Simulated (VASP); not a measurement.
# TiB2 (TiB2 (P6/mmm)) (P6/mmm) in VASP: single point with PBE

Aim: the single point of TiB2 (TiB2 (P6/mmm)) with PBE.

Program: VASP 6.6.1. These are calculated values, not measurements. Logs are shortened: lines on timing, memory, paths and dates and some standing lists are left out, and cuts for length are marked.

## (1) The cell of the first run

The structure is hexagonal, space group P6/mmm (No. 191). The conventional cell has a = 3.032 Å, b = 3.032 Å, c = 3.224 Å, α = 90.00°, β = 90.00°, γ = 120.00°. Ti (site symmetry 6/mmm) has 12 B at 2.38 Å and 6 Ti at 3.03 Å within 3.1 Å. B (site symmetry -6m2) has 3 B at 1.75 Å within 2.3 Å.

## (2) Single point, PBE

Input file INCAR:

```
  ALGO = Normal
  EDIFF = 1E-6
  ENCUT = 520
  GGA = PE
  ISIF = 2
  ISMEAR = 1
  LASPH = True
  LCHARG = True
  LELF = True
  LREAL = Auto
  LVHAR = True
  LWAVE = False
  NBANDS = 69
  NELM = 80
  PREC = Accurate
  SIGMA = 0.1
```

Input file KPOINTS:

```
k-points
0
Gamma
  4 4 3
```

Input file POSCAR:

```
TiB2
1.0
    4.5476285100      2.6255746023      0.0000000000
   -4.5476285601      2.6255745155      0.0000000000
    0.0000000000      0.0000000000      6.4483601689
Ti B
6 12
Direct
    0.0000000000      0.0000000000      0.0000000000
    0.3333333333      0.6666666667      0.0000000000
    0.6666666667      0.3333333333      0.0000000000
    0.0000000000      0.0000000000      0.5000000000
    0.3333333333      0.6666666667      0.5000000000
    0.6666666667      0.3333333333      0.5000000000
    0.0000000000      0.6666666667      0.2500000000
    0.3333333333      0.3333333334      0.2500000000
    0.6666666667      0.0000000000      0.2500000000
    0.0000000000      0.3333333333      0.2500000000
    0.3333333333      0.0000000000      0.2500000000
    0.6666666667      0.6666666666      0.2500000000
    0.0000000000      0.6666666667      0.7500000000
    0.3333333333      0.3333333334      0.7500000000
    0.6666666667      0.0000000000      0.7500000000
    0.0000000000      0.3333333333      0.7500000000
    0.3333333333      0.0000000000      0.7500000000
    0.6666666667      0.6666666666      0.7500000000
```

Potentials or basis: VASP PAW PBE potentials, release 64 (Ti_sv, B).

On the command line:

```sh
cat potpaw_PBE.64/Ti_sv/POTCAR potpaw_PBE.64/B/POTCAR > POTCAR
mpirun -np 1 vasp_std > vasp.out
```

OUTCAR:

```text
EDIFF = 1E-6
   ENCUT = 520
   GGA = PE
   ISIF = 2
   ISMEAR = 1
   LASPH = True
   LREAL = Auto
   NELM = 80
   PREC = Accurate

 ion  position               nearest neighbor table
   1  0.000  0.000  0.000-   7 2.38  10 2.38  13 2.38  16 2.38   9 2.38  15 2.38  11 2.38  17 2.38
                            12 2.38   8 2.38  14 2.38  18 2.38
   2  0.333  0.667  0.000-  11 2.38  17 2.38  14 2.38   8 2.38   7 2.38  13 2.38   9 2.38  15 2.38
                            16 2.38  10 2.38  12 2.38  18 2.38
   3  0.667  0.333  0.000-   9 2.38  15 2.38  12 2.38  18 2.38  16 2.38  10 2.38  11 2.38   7 2.38
                            17 2.38  13 2.38   8 2.38  14 2.38
   4  0.000  0.000  0.500-   7 2.38  10 2.38  13 2.38  16 2.38   9 2.38  15 2.38  11 2.38  17 2.38
                            12 2.38   8 2.38  14 2.38  18 2.38
   5  0.333  0.667  0.500-  11 2.38  17 2.38  14 2.38   8 2.38   7 2.38  13 2.38   9 2.38  15 2.38
                            16 2.38  10 2.38  12 2.38  18 2.38
   6  0.667  0.333  0.500-   9 2.38  15 2.38  12 2.38  18 2.38  16 2.38  10 2.38  11 2.38   7 2.38
                            17 2.38  13 2.38   8 2.38  14 2.38
   7  0.000  0.667  0.250-  12 1.75  11 1.75  10 1.75   4 2.38   1 2.38   5 2.38   2 2.38   6 2.38
                             3 2.38
   8  0.333  0.333  0.250-  10 1.75  12 1.75  11 1.75   5 2.38   2 2.38   1 2.38   4 2.38   6 2.38
                             3 2.38
   9  0.667  0.000  0.250-  10 1.75  12 1.75  11 1.75   6 2.38   3 2.38   1 2.38   4 2.38   2 2.38
                             5 2.38
  10  0.000  0.333  0.250-   8 1.75   9 1.75   7 1.75   4 2.38   1 2.38   6 2.38   3 2.38   2 2.38
                             5 2.38
  11  0.333  0.000  0.250-   7 1.75   8 1.75   9 1.75   5 2.38   2 2.38   1 2.38   4 2.38   6 2.38
                             3 2.38
[... 19 lines left out ...]
  Lattice vectors:

 A1 = (   4.5476285100,   2.6255746023,   0.0000000000)
 A2 = (  -4.5476285601,   2.6255745155,   0.0000000000)
 A3 = (   0.0000000000,   0.0000000000,   6.4483601689)

Analysis of symmetry for initial positions (statically):
=====================================================================
 Subroutine PRICEL returns following result:

  LATTYP: Found a hexagonal cell.
 ALAT       =     3.0317523564
 C/A-ratio  =     1.0634707936

  Lattice vectors:

 A1 = (  -1.5158761527,  -2.6255745734,   0.0000000000)
 A2 = (   3.0317523564,   0.0000000289,   0.0000000000)
 A3 = (   0.0000000000,   0.0000000000,   3.2241800844)

   6 primitive cells build up your supercell.

 Routine SETGRP: Setting up the symmetry group for a
 hexagonal supercell.

 Subroutine GETGRP returns: Found 24 space group operations
 (whereof 24 operations were pure point group operations)
 out of a pool of 24 trial point group operations.

The static configuration has the point symmetry D_6h.

Analysis of symmetry for dynamics (positions and initial velocities):
=====================================================================
 Subroutine PRICEL returns following result:

  LATTYP: Found a hexagonal cell.
 ALAT       =     3.0317523564
 C/A-ratio  =     1.0634707936

  Lattice vectors:

 A1 = (  -1.5158761527,  -2.6255745734,   0.0000000000)
 A2 = (   3.0317523564,   0.0000000289,   0.0000000000)
 A3 = (   0.0000000000,   0.0000000000,   3.2241800844)

   6 primitive cells build up your supercell.

 Routine SETGRP: Setting up the symmetry group for a
 hexagonal supercell.

 Subroutine GETGRP returns: Found 24 space group operations
 (whereof 24 operations were pure point group operations)
 out of a pool of 24 trial point group operations.

The dynamic configuration has the point symmetry D_6h.

 Subroutine INISYM returns: Found 24 space group operations
 (whereof 24 operations are pure point group operations),
 and found     6 'primitive' translations

----------------------------------------------------------------------------------------

                                     Primitive cell

  volume of cell :      25.6648

  direct lattice vectors                    reciprocal lattice vectors
    -1.515876153 -2.625574573  0.000000000     0.000000004 -0.380869017  0.000000000
     3.031752356  0.000000029  0.000000000     0.329842246 -0.190434505  0.000000000
     0.000000000  0.000000000  3.224180084     0.000000000  0.000000000  0.310156373

  length of vectors
     3.031752356  3.031752356  3.224180084     0.380869017  0.380869017  0.310156373

  position of ions in fractional coordinates (direct lattice)
     0.000000000  0.000000000  0.000000000
     0.333333333  0.666666667  0.500000000
     0.666666667  0.333333333  0.500000000

  ion indices of the primitive-cell ions
   primitive index   ion index
                 1           1
                 2           7
                 3          10

----------------------------------------------------------------------------------------

 KPOINTS: k-points

Automatic generation of k-mesh.
 Grid dimensions read from file:
 generate k-points for:    4    4    3

 Generating k-lattice:

  Cartesian coordinates                     Fractional coordinates (reciprocal lattice)
     0.027486853  0.047608627  0.000000000     0.250000000  0.000000000  0.000000000
    -0.027486854  0.047608627  0.000000000     0.000000000  0.250000000  0.000000000
     0.000000000  0.000000000  0.051692729     0.000000000  0.000000000  0.333333333

  Length of vectors
     0.054973707  0.054973707  0.051692729

  Shift w.r.t. Gamma in fractional coordinates (k-lattice)
     0.000000000  0.000000000  0.000000000

 Subroutine IBZKPT returns following result:
 ===========================================

 Found      8 irreducible k-points:

 Following reciprocal coordinates:
            Coordinates               Weight
  0.000000  0.000000  0.000000      1.000000
  0.250000  0.000000  0.000000      6.000000
  0.500000  0.000000  0.000000      3.000000
  0.250000  0.250000  0.000000      6.000000
  0.000000  0.000000  0.333333      2.000000
  0.250000  0.000000  0.333333     12.000000
  0.500000  0.000000  0.333333      6.000000
  0.250000  0.250000  0.333333     12.000000
   k-points           NKPTS =      8   k-points in BZ     NKDIM =      8   number of bands    NBANDS=     69
   number of dos      NEDOS =    301   number of ions     NIONS =     18
   total plane-waves  NPLWV =  76800
   dimension x,y,z NGX =    40 NGY =   40 NGZ =   48
   dimension x,y,z NGXF=    80 NGYF=   80 NGZF=   96
   ions per type =               6  12
   NGX,Y,Z   is equivalent  to a cutoff of  12.66, 12.66, 12.37 a.u.
   NGXF,Y,Z  is equivalent  to a cutoff of  25.33, 25.33, 24.75 a.u.
 SYSTEM =  unknown system
   PREC   = accura    normal or accurate (medium, high low for compatibility)
   ISTART =      0    job   : 0-new  1-cont  2-samecut
   ICHARG =      2    charge: 1-file 2-atom 10-const
   ISPIN  =      1    spin polarized calculation?
   LNONCOLLINEAR =      F non collinear calculations
   LSORBIT =      F    spin-orbit coupling
   LASPH  =      T    aspherical Exc in radial PAW
   ENCUT  =  520.0 eV  38.22 Ry    6.18 a.u.   9.76  9.76 11.99*2*pi/ulx,y,z
   NELM   =     80;   NELMIN=  2; NELMDL= -5     # of ELM steps
   EDIFF  = 0.1E-05   stopping-criterion for ELM
   LREAL  =      T    real-space projection
   EDIFFG = 0.1E-04   stopping-criterion for IOM
   NSW    =      0    number of steps for IOM
   IBRION =     -1    ionic relax: 0-MD 1-quasi-New 2-CG
   NFREE  =      0    steps in history (QN), initial steepest desc. (CG)
   ISIF   =      2    stress and relaxation
   ISYM   =      2    0-nonsym 1-usesym 2-fastsym
   POTIM  = 0.5000    time-step for ionic-motion
   TEBEG  =    0.0;   TEEND  =   0.0 temperature during run
   PSTRESS=    0.0 pullay stress
   NELECT =     108.0000    total number of electrons
   NUPDOWN=      -1.0000    fix difference up-down
   EMIN   =  10.00;   EMAX   =-10.00  energy-range for DOS
   EFERMI =   0.00;   METHOD = LEGACY
   ISMEAR =     1;   SIGMA  =   0.10  broadening in eV -4-tet -1-fermi 0-gaus
   EFERMI_NEDOS =   21; number of points for ismear=-14 and -15
   IALGO  =     38    algorithm
   IMIX   =      4    mixing-type and parameters
     AMIX     =   0.40;   BMIX     =  1.00
     AMIX_MAG =   1.60;   BMIX_MAG =  1.00
  volume/ion in A,a.u.               =       8.55        57.73
  Fermi-wavevector in a.u.,A,eV,Ry     =   1.454521  2.748645 28.784896  2.115630
  Thomas-Fermi vector in A             =   2.571662
   LORBIT       =      0    0 simple, 1 ext, 2 COOP (PROOUT), +10 PAW based schemes
   GGA     = PE    functional components
   LHFCALC =     F    Hartree Fock is set to
   AEXX    =    0.0000 exact exchange contribution
   IVDW    =     0    specifies the selected vdW correction
   LEPSILON=     F    determine dielectric tensor
   LRPA    =     F    only Hartree local field effects (RPA)
 non-spin polarized calculation
 Methfessel and Paxton  Order N= 1 SIGMA  =   0.10
  energy-cutoff  :      520.00
  volume of cell :      153.99
 maximum number of plane-waves:      4175
 NGX is ok and might be reduce to    40
   NGX = 19   NGY = 19   NGZ = 23

 number of electron     108.0000005 magnetization

 Free energy of the ion-electron system (eV)
  ---------------------------------------------------
  ext. energy  EPLUGINS =         0.00000000
  ---------------------------------------------------
  free energy    TOTEN  =      -146.39709613 eV

  energy without entropy =     -146.38767529  energy(sigma->0) =     -146.39395585

 E-fermi :   9.7981     XC(G=0): -12.7666

 val. band max:        9.7840541224   @ k =   0.5000   0.0000   0.3333
 cond. band min:       9.8013761177   @ k =   0.0000   0.0000   0.0000
 fundamental gap:      0.0173219952
 Fermi energy:         9.7981486783

 k-point     1 :       0.0000    0.0000    0.0000
  band No.  band energies     occupation
      1     -46.9689      2.00000
      2     -46.9541      2.00000
      3     -46.9083      2.00000
      4     -46.9082      2.00000
      5     -46.8943      2.00000
      6     -46.8943      2.00000
[... 541 lines left out ...]
     65      12.4825      0.00000
     66      12.4825      0.00000
 [bands above 66 left out]

------------------------ aborting loop because EDIFF is reached ----------------------------------------

  FORCE on cell =-STRESS in cart. coord.  units (eV):
  Direction    XX          YY          ZZ          XY          YZ          ZX
  --------------------------------------------------------------------------------------
  -------------------------------------------------------------------------------------
  Total       -0.2981338     -0.2981338      1.8012182     -0.0000000     -0.0000000     -0.0000000
  in kB       -3.1019383     -3.1019383     18.7408071     -0.0000000     -0.0000000     -0.0000000
  external PRESSURE =       4.1789768 kB  Pullay stress =       0.0000000 kB

 VOLUME and BASIS-vectors are now :
 -----------------------------------------------------------------------------
  energy-cutoff  :      520.00
  volume of cell :      153.99
      direct lattice vectors                 reciprocal lattice vectors
     4.547628510  2.625574602  0.000000000     0.109947413  0.190434509  0.000000000
    -4.547628560  2.625574515  0.000000000    -0.109947416  0.190434507  0.000000000
     0.000000000  0.000000000  6.448360169     0.000000000  0.000000000  0.155078186

 POSITION                                       TOTAL-FORCE (eV/Angst)
 -----------------------------------------------------------------------------------
      0.00000      0.00000      0.00000        -0.000000     -0.000000      0.000000
     -1.51588      2.62557      0.00000        -0.000000     -0.000000      0.000000
      1.51588      2.62557      0.00000        -0.000000     -0.000000      0.000000
      0.00000      0.00000      3.22418        -0.000000     -0.000000      0.000000
     -1.51588      2.62557      3.22418        -0.000000     -0.000000      0.000000
      1.51588      2.62557      3.22418        -0.000000     -0.000000      0.000000
[... 10 lines left out ...]
      1.51588      0.87519      4.83627        -0.000000     -0.000000     -0.000000
     -0.00000      3.50077      4.83627         0.000000      0.000000     -0.000000
 -----------------------------------------------------------------------------------
    total drift:                                0.000000     -0.000000     -0.000000

  FREE ENERGIE OF THE ION-ELECTRON SYSTEM (eV)
  ---------------------------------------------------
  free  energy   TOTEN  =      -146.3970961298 eV

  energy  without entropy=     -146.3876752909  energy(sigma->0) =     -146.39395585
```

Run time: 87 s. Hardware: 1 thread of Intel Xeon 6975P-C (Granite Rapids), shared host; peak memory 0.28 GiB.

What came out:

```
Free energy            : -146.3971 eV
Pressure               : 0.4 GPa
Band gap on the k mesh : zero (band 54 reaches 10.17 eV, above the bottom of band 55 at 9.77 eV)
```
